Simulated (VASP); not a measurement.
# Si32Au (a cell with a defect) in VASP: single point with PBE

Aim: the single point of Si32Au (a cell with a defect) with PBE.

All numbers are computed with VASP 6.6.1; they aren't measurements. Logs are shortened: lines on timing, memory, paths and dates and some standing lists are left out, and cuts for length are marked.

### Step 1. The cell of the first run

The cell holds a defect, 33 atoms: a = 9.474 Å, b = 9.474 Å, c = 9.474 Å, α = 109.47°, β = 109.47°, γ = 109.47°.

### Step 2. Single point, PBE

INCAR

```
  PREC = Accurate
  ENCUT = 520
  EDIFF = 1E-7
  ISMEAR = 0
  SIGMA = 0.02
  LREAL = Auto
  LASPH = T
  NELM = 80
  ALGO = Normal
  ISIF = 2
  LWAVE = F
  LCHARG = F
  GGA = PE
  NELECT = 138.0
  NBANDS = 92
```

KPOINTS

```
Automatic mesh
0
Gamma
  2 2 2
  0.5 0.5 0.5
```

POSCAR

```
Si32Au
1.0
   -5.4700937642      5.4700937642     -5.4700937642
    5.4700937642     -5.4700937642     -5.4700937642
   -5.4700937642     -5.4700937642      5.4700937642
Si Au
32 1
Direct
    0.4999581576     -0.0000695601      0.2499744171
    0.2499670132     -0.0000641671      0.4999561466
    0.0004584016     -0.0046303594      0.7453963635
    0.7499445488      0.7500032315      0.2499564101
    0.7454005682     -0.0046472695      0.0003701948
    0.4897130864      0.7396996604      0.4897036715
    0.2499543991      0.7499935425      0.7499396129
    0.0000458859      0.5047524081      0.2549965430
    0.0000265078      0.7607662098      0.0000181898
    0.7499602707      0.5000071512      0.5000168403
    0.5000025809      0.5000055973      0.7499503074
    0.2550307289      0.2499967202      0.2549112611
    0.2550676570      0.5047205074      0.0000238570
    0.0000312609      0.2500195717      0.5114282534
    0.7453724151      0.2501464434      0.7453544081
    0.5116805343      0.2500224053      0.0000306210
    0.7480087502      0.2499743257      0.4983232678
    0.4983487702      0.2499776163      0.7479582026
    0.2654371319      0.2498735047     -0.0002315317
   -0.0000332718     -0.0019881743      0.4983014218
   -0.0002164497      0.2498918773      0.2651259855
    0.7361860095     -0.0137177722      0.7362126087
    0.4983315858     -0.0020389961     -0.0000290671
    0.2500078717      0.7517225805      0.5017185479
    0.2518248424      0.0000889381      0.2518247510
   -0.0000276961      0.7482669725      0.7481537203
    0.7481541773      0.7482655100     -0.0000345515
    0.5017286939      0.5000202223      0.5017249463
    0.5017189135      0.7517159079      0.2500006506
    0.2519720976      0.5019890185      0.7502891499
   -0.0001785161      0.5142675101     -0.0001517341
    0.7503689474      0.5020438622      0.2520314202
    0.0023844198      0.2508665407      0.0020038962
```

Potentials or basis: VASP PAW PBE potentials, release 64 (Si, Au).

Started as:

```sh
$ cat potpaw_PBE.64/Si/POTCAR potpaw_PBE.64/Au/POTCAR > POTCAR
$ mpirun -np 1 vasp_std > vasp.out
```

OUTCAR:

```text
PREC = Accurate
   ENCUT = 520
   EDIFF = 1E-7
   ISMEAR = 0
   LREAL = Auto
   LASPH = T
   NELM = 80
   ISIF = 2
   GGA = PE
   NELECT = 138.0

 ion  position               nearest neighbor table
   1  0.500  1.000  0.250-  25 2.36  23 2.36  29 2.36  17 2.36
   2  0.250  1.000  0.500-  25 2.36  20 2.36  18 2.36  24 2.36
   3  0.000  0.995  0.745-  20 2.35  26 2.35  19 2.45  22 2.45  33 2.79
   4  0.750  0.750  0.250-  20 2.36  32 2.36  29 2.36  27 2.36
   5  0.745  0.995  0.000-  23 2.35  27 2.35  21 2.45  22 2.45  33 2.79
   6  0.490  0.740  0.490-  22 2.34  28 2.35  29 2.35  24 2.35
   7  0.250  0.750  0.750-  23 2.36  30 2.36  26 2.36  24 2.36
   8  0.000  0.505  0.255-  32 2.35  24 2.35  21 2.45  31 2.45  33 2.79
   9  0.000  0.761  0.000-  31 2.33  25 2.35  26 2.35  27 2.35
  10  0.750  0.500  0.500-  32 2.36  26 2.36  28 2.36  17 2.36
  11  0.500  0.500  0.750-  30 2.36  28 2.36  27 2.36  18 2.36
  12  0.255  0.250  0.255-  25 2.35  28 2.35  19 2.45  21 2.45  33 2.77
  13  0.255  0.505  0.000-  30 2.35  29 2.35  19 2.45  31 2.45  33 2.78
  14  0.000  0.250  0.511-  21 2.33  30 2.35  20 2.35  17 2.35
  15  0.745  0.250  0.745-  18 2.35  17 2.35  31 2.44  22 2.44  33 2.81
  16  0.512  0.250  0.000-  19 2.33  32 2.35  23 2.35  18 2.35
  17  0.748  0.250  0.498-  15 2.35  14 2.35   1 2.36  10 2.36
  18  0.498  0.250  0.748-  15 2.35  16 2.35   2 2.36  11 2.36
  19  0.265  0.250  1.000-  16 2.33   3 2.45  13 2.45  12 2.45  33 2.50
  20  1.000  0.998  0.498-   3 2.35  14 2.35   4 2.36   2 2.36
  21  1.000  0.250  0.265-  14 2.33   5 2.45   8 2.45  12 2.45  33 2.50
  22  0.736  0.986  0.736-   6 2.34  15 2.44   5 2.45   3 2.45  33 2.52
  23  0.498  0.998  1.000-   5 2.35  16 2.35   7 2.36   1 2.36
  24  0.250  0.752  0.502-   8 2.35   6 2.35   2 2.36   7 2.36
  25  0.252  0.000  0.252-  12 2.35   9 2.35   2 2.36   1 2.36
  26  1.000  0.748  0.748-   3 2.35   9 2.35  10 2.36   7 2.36
  27  0.748  0.748  1.000-   5 2.35   9 2.35  11 2.36   4 2.36
  28  0.502  0.500  0.502-  12 2.35   6 2.35  10 2.36  11 2.36
  29  0.502  0.752  0.250-  13 2.35   6 2.35   1 2.36   4 2.36
  30  0.252  0.502  0.750-  13 2.35  14 2.35   7 2.36  11 2.36
  31  1.000  0.514  1.000-   9 2.33  15 2.44   8 2.45  13 2.45  33 2.51
  32  0.750  0.502  0.252-   8 2.35  16 2.35   4 2.36  10 2.36
  33  0.002  0.251  0.002-  19 2.50  21 2.50  31 2.51  22 2.52  12 2.77  13 2.78   8 2.79   3 2.79
                             5 2.79  15 2.81

  LATTYP: Found a body centered cubic cell.
 ALAT       =    10.9401875284

  Lattice vectors:

 A1 = (  -5.4700937642,   5.4700937642,  -5.4700937642)
 A2 = (   5.4700937642,  -5.4700937642,  -5.4700937642)
 A3 = (  -5.4700937642,  -5.4700937642,   5.4700937642)

Analysis of symmetry for initial positions (statically):
=====================================================================
 Subroutine PRICEL returns:
 Original cell was already a primitive cell.

 Routine SETGRP: Setting up the symmetry group for a
 body centered cubic supercell.

 Subroutine GETGRP returns: Found  1 space group operations
 (whereof  1 operations were pure point group operations)
 out of a pool of 48 trial point group operations.

The static configuration has the point symmetry C_1 .

Analysis of symmetry for dynamics (positions and initial velocities):
=====================================================================
 Subroutine PRICEL returns:
 Original cell was already a primitive cell.

 Routine SETGRP: Setting up the symmetry group for a
 body centered cubic supercell.

 Subroutine GETGRP returns: Found  1 space group operations
 (whereof  1 operations were pure point group operations)
 out of a pool of 48 trial point group operations.

The dynamic configuration has the point symmetry C_1 .

 Subroutine INISYM returns: Found  1 space group operations
 (whereof  1 operations are pure point group operations),
 and found     1 'primitive' translations

----------------------------------------------------------------------------------------

                                     Primitive cell

  volume of cell :     654.7030

  direct lattice vectors                    reciprocal lattice vectors
    -5.470093764  5.470093764 -5.470093764    -0.091406111  0.000000000 -0.091406111
     5.470093764 -5.470093764 -5.470093764     0.000000000 -0.091406111 -0.091406111
    -5.470093764 -5.470093764  5.470093764    -0.091406111 -0.091406111  0.000000000

  length of vectors
     9.474480322  9.474480322  9.474480322     0.129267762  0.129267762  0.129267762

  position of ions in fractional coordinates (direct lattice)
     0.499958158  0.999930440  0.249974417
     0.249967013  0.999935833  0.499956147
     0.000458402  0.995369641  0.745396363
     0.749944549  0.750003232  0.249956410
     0.745400568  0.995352731  0.000370195
     0.489713086  0.739699660  0.489703672
[... 25 lines left out ...]
     0.750368947  0.502043862  0.252031420
     0.002384420  0.250866541  0.002003896

  ion indices of the primitive-cell ions
   primitive index   ion index
                 1           1
                 2           2
                 3           3
                 4           4
                 5           5
                 6           6
[... 25 lines left out ...]
                32          32
                33          33

----------------------------------------------------------------------------------------

 KPOINTS: Automatic mesh

Automatic generation of k-mesh.
 Grid dimensions read from file:
 generate k-points for:    2    2    2

 Generating k-lattice:

  Cartesian coordinates                     Fractional coordinates (reciprocal lattice)
    -0.045703056  0.000000000 -0.045703056     0.500000000  0.000000000  0.000000000
     0.000000000 -0.045703056 -0.045703056     0.000000000  0.500000000  0.000000000
    -0.045703056 -0.045703056  0.000000000     0.000000000  0.000000000  0.500000000

  Length of vectors
     0.064633881  0.064633881  0.064633881

  Shift w.r.t. Gamma in fractional coordinates (k-lattice)
     0.500000000  0.500000000  0.500000000

 Subroutine IBZKPT returns following result:
 ===========================================

 Found      4 irreducible k-points:

 Following reciprocal coordinates:
            Coordinates               Weight
  0.250000  0.250000  0.250000      2.000000
 -0.250000  0.250000  0.250000      2.000000
  0.250000 -0.250000  0.250000      2.000000
  0.250000  0.250000 -0.250000      2.000000
   k-points           NKPTS =      4   k-points in BZ     NKDIM =      4   number of bands    NBANDS=     92
   number of dos      NEDOS =    301   number of ions     NIONS =     33
   total plane-waves  NPLWV = 343000
   dimension x,y,z NGX =    70 NGY =   70 NGZ =   70
   dimension x,y,z NGXF=   140 NGYF=  140 NGZF=  140
   ions per type =              32   1
   NGX,Y,Z   is equivalent  to a cutoff of  12.28, 12.28, 12.28 a.u.
   NGXF,Y,Z  is equivalent  to a cutoff of  24.57, 24.57, 24.57 a.u.
 SYSTEM =  unknown system
   PREC   = accura    normal or accurate (medium, high low for compatibility)
   ISTART =      0    job   : 0-new  1-cont  2-samecut
   ICHARG =      2    charge: 1-file 2-atom 10-const
   ISPIN  =      1    spin polarized calculation?
   LNONCOLLINEAR =      F non collinear calculations
   LSORBIT =      F    spin-orbit coupling
   LASPH  =      T    aspherical Exc in radial PAW
   ENCUT  =  520.0 eV  38.22 Ry    6.18 a.u.  17.62 17.62 17.62*2*pi/ulx,y,z
   NELM   =     80;   NELMIN=  2; NELMDL= -5     # of ELM steps
   EDIFF  = 0.1E-06   stopping-criterion for ELM
   LREAL  =      T    real-space projection
   EDIFFG = 0.1E-05   stopping-criterion for IOM
   NSW    =      0    number of steps for IOM
   IBRION =     -1    ionic relax: 0-MD 1-quasi-New 2-CG
   NFREE  =      0    steps in history (QN), initial steepest desc. (CG)
   ISIF   =      2    stress and relaxation
   ISYM   =      2    0-nonsym 1-usesym 2-fastsym
   POTIM  = 0.5000    time-step for ionic-motion
   TEBEG  =    0.0;   TEEND  =   0.0 temperature during run
   PSTRESS=    0.0 pullay stress
   NELECT =     138.0000    total number of electrons
   NUPDOWN=      -1.0000    fix difference up-down
   EMIN   =  10.00;   EMAX   =-10.00  energy-range for DOS
   EFERMI =   0.00;   METHOD = LEGACY
   ISMEAR =     0;   SIGMA  =   0.02  broadening in eV -4-tet -1-fermi 0-gaus
   EFERMI_NEDOS =   21; number of points for ismear=-14 and -15
   IALGO  =     38    algorithm
   IMIX   =      4    mixing-type and parameters
     AMIX     =   0.40;   BMIX     =  1.00
     AMIX_MAG =   1.60;   BMIX_MAG =  1.00
  volume/ion in A,a.u.               =      19.84       133.88
  Fermi-wavevector in a.u.,A,eV,Ry     =   0.974286  1.841133 12.915100  0.949233
  Thomas-Fermi vector in A             =   2.104733
   LORBIT       =      0    0 simple, 1 ext, 2 COOP (PROOUT), +10 PAW based schemes
   GGA     = PE    functional components
   LHFCALC =     F    Hartree Fock is set to
   AEXX    =    0.0000 exact exchange contribution
   IVDW    =     0    specifies the selected vdW correction
   LEPSILON=     F    determine dielectric tensor
   LRPA    =     F    only Hartree local field effects (RPA)
 non-spin polarized calculation
 Gauss-broadening in eV      SIGMA  =   0.02
  energy-cutoff  :      520.00
  volume of cell :      654.70
 maximum number of plane-waves:     17628
 NGX is ok and might be reduce to    70
   NGX = 35   NGY = 35   NGZ = 35

 number of electron     138.0000004 magnetization

 Free energy of the ion-electron system (eV)
  ---------------------------------------------------
  ext. energy  EPLUGINS =         0.00000000
  ---------------------------------------------------
  free energy    TOTEN  =      -180.53910003 eV

  energy without entropy =     -180.53910003  energy(sigma->0) =     -180.53910003

 E-fermi :   5.6041     XC(G=0):  -9.4843

 val. band max:        5.4847842741   @ k =   0.2500   0.2500   0.2500
 cond. band min:       6.3916850124   @ k =   0.2500  -0.2500   0.2500
 fundamental gap:      0.9069007383
 Fermi energy:         5.6041180900

 k-point     1 :       0.2500    0.2500    0.2500
  band No.  band energies     occupation
      1      -5.5200      2.00000
      2      -5.1300      2.00000
      3      -5.1286      2.00000
      4      -5.1272      2.00000
      5      -3.5707      2.00000
      6      -3.4258      2.00000
[... 325 lines left out ...]
     80       8.1899      0.00000
     81       8.2910      0.00000
 [bands above 81 left out]

------------------------ aborting loop because EDIFF is reached ----------------------------------------

  FORCE on cell =-STRESS in cart. coord.  units (eV):
  Direction    XX          YY          ZZ          XY          YZ          ZX
  --------------------------------------------------------------------------------------
  -------------------------------------------------------------------------------------
  Total       -1.6575866     -1.6604365     -1.6589822     -0.0383473     -0.1279437     -0.0126869
  in kB       -4.0564162     -4.0633905     -4.0598314     -0.0938429     -0.3131014     -0.0310473
  external PRESSURE =      -4.0598794 kB  Pullay stress =       0.0000000 kB

 VOLUME and BASIS-vectors are now :
 -----------------------------------------------------------------------------
  energy-cutoff  :      520.00
  volume of cell :      654.70
      direct lattice vectors                 reciprocal lattice vectors
    -5.470093764  5.470093764 -5.470093764    -0.091406111  0.000000000 -0.091406111
     5.470093764 -5.470093764 -5.470093764     0.000000000 -0.091406111 -0.091406111
    -5.470093764 -5.470093764  5.470093764    -0.091406111 -0.091406111  0.000000000

 POSITION                                       TOTAL-FORCE (eV/Angst)
 -----------------------------------------------------------------------------------
      1.36751     -4.10228     -6.83715        -0.001335     -0.000545     -0.000589
      1.36759     -6.83721     -4.10228        -0.001370      0.000035     -0.000356
      1.36487     -9.51965     -1.36988         0.003380     -0.010529      0.002257
     -1.36696     -1.36761     -6.83757        -0.000220      0.000962      0.000200
      1.36524     -1.36929     -9.52006         0.002101      0.001362     -0.009914
     -1.31128     -4.04617     -4.04628        -0.002420      0.000417      0.000055
[... 25 lines left out ...]
     -2.73700     -0.02027     -5.47218        -0.000744     -0.001193      0.001209
      1.34826     -1.37018     -1.37434         0.006864      0.002552      0.002567
 -----------------------------------------------------------------------------------
    total drift:                                0.005245     -0.012812     -0.008896

  FREE ENERGIE OF THE ION-ELECTRON SYSTEM (eV)
  ---------------------------------------------------
  free  energy   TOTEN  =      -180.5391000335 eV

  energy  without entropy=     -180.5391000335  energy(sigma->0) =     -180.53910003
```

It took 7.6 min on 1 thread of Intel Xeon Platinum 8488C (Sapphire Rapids), shared host; peak memory 0.72 GiB.

Results:

```yaml
Free_energy: -180.5391 eV
Largest_force: 0.013 eV/Å
```

Forces in eV/Å, atoms in the order of the input:
```
Si  -0.001 -0.001 -0.001
Si  -0.001  0.000  0.000
Si   0.003 -0.011  0.002
Si   0.000  0.001  0.000
Si   0.002  0.001 -0.010
Si  -0.002  0.000  0.000
Si   0.000  0.001  0.000
Si  -0.002  0.012 -0.001
Si  -0.005  0.004  0.003
Si  -0.002  0.002  0.000
Si  -0.002  0.000  0.001
Si   0.013 -0.003 -0.001
Si   0.000 -0.002  0.012
Si   0.001  0.001 -0.002
Si  -0.009  0.003  0.003
Si   0.002 -0.002  0.001
Si   0.001  0.001 -0.001
Si   0.001 -0.001  0.001
Si  -0.005  0.000  0.000
Si   0.000 -0.008 -0.001
Si  -0.006 -0.002  0.002
Si   0.005  0.007  0.006
Si   0.000 -0.001 -0.008
Si  -0.001 -0.002  0.000
Si   0.000  0.001  0.001
Si  -0.002 -0.001  0.000
Si  -0.002  0.001 -0.001
Si   0.006  0.000  0.000
Si  -0.001  0.000 -0.002
Si  -0.001  0.001 -0.002
Si   0.004 -0.005 -0.006
Si  -0.001 -0.001  0.001
Au   0.007  0.003  0.003
```

Caveat: the cell carries a net charge on a neutralising background, which shifts energy and pressure; the cell is charged against a uniform background, so pressure and absolute levels hang on convention; spin-orbit coupling is left out, which moves the levels of the heavy elements.
